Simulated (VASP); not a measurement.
# LiF (Fm-3m) in VASP: single point with PBE0

Aim: the single point of LiF with PBE0.

All numbers are computed with VASP 6.6.1; they aren't measurements. Logs are shortened: lines on timing, memory, paths and dates and some standing lists are left out, and cuts for length are marked.

## (1) The cell of the first run

It takes space group Fm-3m (No. 225, cubic). The conventional cell has a = 3.990 Å, b = 3.990 Å, c = 3.990 Å, α = 90.00°, β = 90.00°, γ = 90.00°. Within 2.6 Å of Li (site symmetry m-3m) lie 6 F at 1.99 Å. Within 2.6 Å of F (site symmetry m-3m) lie 6 Li at 1.99 Å.

## (2) Single point, PBE0

Contents of POSCAR:

```
LiF
1.0
    0.0000000000      1.9948717375      1.9948717375
    1.9948717375      0.0000000000      1.9948717375
    1.9948717375      1.9948717375      0.0000000000
Li F
1 1
Direct
    0.0000000000      0.0000000000      0.0000000000
    0.5000000000      0.5000000000      0.5000000000
```

Contents of INCAR.step1:

```
ALGO = Normal
EDIFF = 1E-5
ENCUT = 520
GGA = PE
ISIF = 2
ISMEAR = 0
LASPH = T
LCHARG = F
LREAL = F
LWAVE = T
NBANDS = 12
NELM = 100
PREC = Accurate
SIGMA = 0.01
```

Contents of INCAR.step2:

```
AEXX = 0.25
ALGO = Normal
EDIFF = 1E-7
ENCUT = 520
GGA = PE
ISIF = 2
ISMEAR = 0
ISTART = 1
LASPH = T
LCHARG = F
LHFCALC = T
LREAL = F
LWAVE = F
NBANDS = 12
NELM = 100
PREC = Accurate
PRECFOCK = Normal
SIGMA = 0.01
```

Contents of KPOINTS:

```
k-points
0
Gamma
  8 8 8
```

Potentials or basis: VASP PAW PBE potentials, release 64 (Li_sv, F).

Run with:

```console
cat potpaw_PBE.64/Li_sv/POTCAR potpaw_PBE.64/F/POTCAR > POTCAR
cp INCAR.step1 INCAR
mpirun -np 1 vasp_std > vasp.out
cp INCAR.step2 INCAR
mpirun -np 1 vasp_std > vasp.out
```

OUTCAR:

```text
AEXX = 0.25
   EDIFF = 1E-7
   ENCUT = 520
   GGA = PE
   ISIF = 2
   ISMEAR = 0
   ISTART = 1
   LASPH = T
   LHFCALC = T
   LREAL = F
   NELM = 100
   PREC = Accurate
   PRECFOCK = Normal

 ion  position               nearest neighbor table
   1  0.000  0.000  0.000-   2 1.99   2 1.99   2 1.99   2 1.99   2 1.99   2 1.99
   2  0.500  0.500  0.500-   1 1.99   1 1.99   1 1.99   1 1.99   1 1.99   1 1.99

  LATTYP: Found a face centered cubic cell.
 ALAT       =     3.9897434750

  Lattice vectors:

 A1 = (   0.0000000000,   1.9948717375,   1.9948717375)
 A2 = (   1.9948717375,   0.0000000000,   1.9948717375)
 A3 = (   1.9948717375,   1.9948717375,   0.0000000000)

Analysis of symmetry for initial positions (statically):
=====================================================================
 Subroutine PRICEL returns:
 Original cell was already a primitive cell.

 Routine SETGRP: Setting up the symmetry group for a
 face centered cubic supercell.

 Subroutine GETGRP returns: Found 48 space group operations
 (whereof 48 operations were pure point group operations)
 out of a pool of 48 trial point group operations.

The static configuration has the point symmetry O_h .

Analysis of symmetry for dynamics (positions and initial velocities):
=====================================================================
 Subroutine PRICEL returns:
 Original cell was already a primitive cell.

 Routine SETGRP: Setting up the symmetry group for a
 face centered cubic supercell.

 Subroutine GETGRP returns: Found 48 space group operations
 (whereof 48 operations were pure point group operations)
 out of a pool of 48 trial point group operations.

The dynamic configuration has the point symmetry O_h .

 Subroutine INISYM returns: Found 48 space group operations
 (whereof 48 operations are pure point group operations),
 and found     1 'primitive' translations

----------------------------------------------------------------------------------------

                                     Primitive cell

  volume of cell :      15.8772

  direct lattice vectors                    reciprocal lattice vectors
     0.000000000  1.994871738  1.994871738    -0.250642681  0.250642681  0.250642681
     1.994871738  0.000000000  1.994871738     0.250642681 -0.250642681  0.250642681
     1.994871738  1.994871738  0.000000000     0.250642681  0.250642681 -0.250642681

  length of vectors
     2.821174666  2.821174666  2.821174666     0.434125858  0.434125858  0.434125858

  position of ions in fractional coordinates (direct lattice)
     0.000000000  0.000000000  0.000000000
     0.500000000  0.500000000  0.500000000

  ion indices of the primitive-cell ions
   primitive index   ion index
                 1           1
                 2           2

----------------------------------------------------------------------------------------

 KPOINTS: k-points

Automatic generation of k-mesh.
 Grid dimensions read from file:
 generate k-points for:    8    8    8

 Generating k-lattice:

  Cartesian coordinates                     Fractional coordinates (reciprocal lattice)
    -0.031330335  0.031330335  0.031330335     0.125000000  0.000000000  0.000000000
     0.031330335 -0.031330335  0.031330335     0.000000000  0.125000000  0.000000000
     0.031330335  0.031330335 -0.031330335     0.000000000  0.000000000  0.125000000

  Length of vectors
     0.054265732  0.054265732  0.054265732

  Shift w.r.t. Gamma in fractional coordinates (k-lattice)
     0.000000000  0.000000000  0.000000000

 Subroutine IBZKPT returns following result:
 ===========================================

 Found     29 irreducible k-points:

 Following reciprocal coordinates:
            Coordinates               Weight
  0.000000  0.000000  0.000000      1.000000
  0.125000  0.000000  0.000000      8.000000
  0.250000  0.000000  0.000000      8.000000
  0.375000  0.000000  0.000000      8.000000
  0.500000  0.000000  0.000000      4.000000
  0.125000  0.125000  0.000000      6.000000
[... 16 lines left out ...]
  0.500000  0.250000  0.125000     48.000000
 -0.375000  0.250000  0.125000     24.000000
 [... further k-points ...]
   k-points           NKPTS =     29   k-points in BZ     NKDIM =    512   number of bands    NBANDS=     12
   number of dos      NEDOS =    301   number of ions     NIONS =      2
   total plane-waves  NPLWV =  13824
   dimension x,y,z NGX =    24 NGY =   24 NGZ =   24
   dimension x,y,z NGXF=    48 NGYF=   48 NGZF=   48
   ions per type =               1   1
   NGX,Y,Z   is equivalent  to a cutoff of  14.14, 14.14, 14.14 a.u.
   NGXF,Y,Z  is equivalent  to a cutoff of  28.29, 28.29, 28.29 a.u.
 SYSTEM =  unknown system
   PREC   = accura    normal or accurate (medium, high low for compatibility)
   ISTART =      1    job   : 0-new  1-cont  2-samecut
   ICHARG =      0    charge: 1-file 2-atom 10-const
   ISPIN  =      1    spin polarized calculation?
   LNONCOLLINEAR =      F non collinear calculations
   LSORBIT =      F    spin-orbit coupling
   LASPH  =      T    aspherical Exc in radial PAW
   ENCUT  =  520.0 eV  38.22 Ry    6.18 a.u.   5.25  5.25  5.25*2*pi/ulx,y,z
   NELM   =    100;   NELMIN=  2; NELMDL=  0     # of ELM steps
   EDIFF  = 0.1E-06   stopping-criterion for ELM
   LREAL  =      F    real-space projection
   EDIFFG = 0.1E-05   stopping-criterion for IOM
   NSW    =      0    number of steps for IOM
   IBRION =     -1    ionic relax: 0-MD 1-quasi-New 2-CG
   NFREE  =      0    steps in history (QN), initial steepest desc. (CG)
   ISIF   =      2    stress and relaxation
   ISYM   =      3    0-nonsym 1-usesym 2-fastsym
   POTIM  = 0.5000    time-step for ionic-motion
   TEBEG  =    0.0;   TEEND  =   0.0 temperature during run
   PSTRESS=    0.0 pullay stress
   NELECT =      10.0000    total number of electrons
   NUPDOWN=      -1.0000    fix difference up-down
   EMIN   =  10.00;   EMAX   =-10.00  energy-range for DOS
   EFERMI =   0.00;   METHOD = LEGACY
   ISMEAR =     0;   SIGMA  =   0.01  broadening in eV -4-tet -1-fermi 0-gaus
   EFERMI_NEDOS =   21; number of points for ismear=-14 and -15
   IALGO  =     38    algorithm
   IMIX   =      1    mixing-type and parameters
     AMIX     =   0.40;   BMIX     =  1.00
     AMIX_MAG =   1.60;   BMIX_MAG =  1.00
  volume/ion in A,a.u.               =       7.94        53.57
  Fermi-wavevector in a.u.,A,eV,Ry     =   1.403298  2.651848 26.793202  1.969245
  Thomas-Fermi vector in A             =   2.525974
   LORBIT       =      0    0 simple, 1 ext, 2 COOP (PROOUT), +10 PAW based schemes
   GGA     = PE    functional components
   LHFCALC =     T    Hartree Fock is set to
   PRECFOCK=normal    Normal, Fast or Accurate (Low or Medium for compatibility)
   ENCUT4O =  -1.0   cutoff for four orbital integrals eV
   NKREDX  =     1    reduce k-point grid by
   NKREDY  =     1    reduce k-point grid by
   NKREDZ  =     1    reduce k-point grid by
   AEXX    =    0.2500 exact exchange contribution
   HFSCREEN=    0.0000 screening length (either q_TF or 0.3 A-1)
   HFSCREENC=   0.0000 screening length for correlation (either q_TF or 0.3 A-1)
   ENCUTFOCK=  -1.0 apply spherical cutoff to Coloumb kernel
   IVDW    =     0    specifies the selected vdW correction
   LEPSILON=     F    determine dielectric tensor
   LRPA    =     F    only Hartree local field effects (RPA)
 non-spin polarized calculation
 Gauss-broadening in eV      SIGMA  =   0.01
  energy-cutoff  :      520.00
  volume of cell :       15.88
 maximum number of plane-waves:       444
 NGX is ok and might be reduce to    24
  NGX = 16; NGY = 16; NGZ = 16

 number of electron       9.9999997 magnetization

 Free energy of the ion-electron system (eV)
  ---------------------------------------------------
  ext. energy  EPLUGINS =         0.00000000
  ---------------------------------------------------
  free energy    TOTEN  =       -11.91227007 eV

  energy without entropy =      -11.91227007  energy(sigma->0) =      -11.91227007

 E-fermi :  -2.7812     XC(G=0):  -7.9045

 val. band max:       -2.9824865913   @ k =   0.0000   0.0000   0.0000
 cond. band min:       9.4461850817   @ k =   0.0000   0.0000   0.0000
 fundamental gap:     12.4286716731
 Fermi energy:        -2.7811943567

 k-point     1 :       0.0000    0.0000    0.0000
  band No.  band energies     occupation
      1     -45.8941      2.00000
      2     -24.6461      2.00000
      3      -2.9825      2.00000
      4      -2.9825      2.00000
      5      -2.9825      2.00000
      6       9.4462      0.00000
      7      24.8240      0.00000
      8      24.8240      0.00000
      9      24.8240      0.00000
     10      24.9269      0.00000
     11      24.9269      0.00000
     12      24.9269      0.00000

 k-point     2 :       0.1250    0.0000    0.0000
  band No.  band energies     occupation
      1     -45.8842      2.00000
      2     -24.5803      2.00000
      3      -3.4522      2.00000
      4      -3.0223      2.00000
      5      -3.0223      2.00000
      6       9.9007      0.00000
      7      21.1683      0.00000
      8      23.0477      0.00000
      9      23.0477      0.00000
     10      26.3643      0.00000
     11      26.3730      0.00000
     12      26.3730      0.00000

 k-point     3 :       0.2500    0.0000    0.0000
  band No.  band energies     occupation
      1     -45.8603      2.00000
      2     -24.4151      2.00000
      3      -4.4761      2.00000
      4      -3.1156      2.00000
      5      -3.1156      2.00000
      6      10.7302      0.00000
      7      18.5275      0.00000
      8      21.1806      0.00000
      9      21.1806      0.00000
     10      27.8331      0.00000
     11      28.3058      0.00000
     12      28.3058      0.00000
[... 286 lines left out ...]
 k-point    23 :       0.5000    0.2500    0.1250
  band No.  band energies     occupation
      1     -45.8244      2.00000
      2     -24.1043      2.00000
      3      -5.3018      2.00000
      4      -4.2004      2.00000
      5      -3.4427      2.00000
      6      12.7335      0.00000
      7      16.5037      0.00000
      8      19.7151      0.00000
      9      20.2772      0.00000
     10      26.4758      0.00000
     11      31.3444      0.00000
     12      33.9851      0.00000

 k-point    24 :      -0.3750    0.2500    0.1250
  band No.  band energies     occupation
      1     -45.8167      2.00000
      2     -24.0357      2.00000
      3      -5.5383      2.00000
      4      -4.3209      2.00000
      5      -3.5193      2.00000
      6      12.9060      0.00000
      7      16.3639      0.00000
      8      19.6014      0.00000
      9      19.9443      0.00000
     10      28.4582      0.00000
     11      29.6033      0.00000
     12      35.3849      0.00000

 [... further k-points ...]
[... 5 lines left out ...]
  --------------------------------------------------------------------------------------
  -------------------------------------------------------------------------------------
  Total        0.0932003      0.0932003      0.0932003     -0.0000000     -0.0000000      0.0000000
  in kB        9.4048786      9.4048786      9.4048786     -0.0000000     -0.0000000      0.0000000
  external PRESSURE =       9.4048786 kB  Pullay stress =       0.0000000 kB

 VOLUME and BASIS-vectors are now :
 -----------------------------------------------------------------------------
  energy-cutoff  :      520.00
  volume of cell :       15.88
      direct lattice vectors                 reciprocal lattice vectors
     0.000000000  1.994871738  1.994871738    -0.250642681  0.250642681  0.250642681
     1.994871738  0.000000000  1.994871738     0.250642681 -0.250642681  0.250642681
     1.994871738  1.994871738  0.000000000     0.250642681  0.250642681 -0.250642681

 POSITION                                       TOTAL-FORCE (eV/Angst)
 -----------------------------------------------------------------------------------
      0.00000      0.00000      0.00000         0.000000     -0.000000     -0.000000
      1.99487      1.99487      1.99487        -0.000000      0.000000      0.000000
 -----------------------------------------------------------------------------------
    total drift:                                0.000000      0.000000     -0.000000

  FREE ENERGIE OF THE ION-ELECTRON SYSTEM (eV)
  ---------------------------------------------------
  free  energy   TOTEN  =       -11.9122700725 eV

  energy  without entropy=      -11.9122700725  energy(sigma->0) =      -11.91227007
```

Wall time 34 min (1 thread of AMD EPYC 7R43 (Zen 3), shared host); peak memory 0.11 GiB.

Results:

| Quantity | Value |
| --- | --- |
| Free energy | -11.9123 eV |
| Band gap on the k mesh | 12.43 eV |

Levels at points of the mesh, in eV from the valence-band top:
```tsv
k point	band 2	band 3	band 4	band 5	band 6	band 7	band 8	band 9
(0.00, 0.00, 0.00)	-21.66	0.00	0.00	0.00	12.43	27.81	27.81	27.81
(0.50, 0.00, 0.00)	-21.18	-2.77	-0.26	-0.26	14.03	20.54	22.42	22.42
(0.50, 0.50, 0.00)	-20.89	-3.28	-1.10	-1.10	18.48	19.67	21.14	24.10
```

Caveat: the cutoff is under 1.25 times the usual one of these potentials, so pressure, stress and relaxed cells hold a basis-set (Pulay) error; the PAW data sets were made with another functional, which shifts forces and pressure a little. A k mesh can miss the band edges.
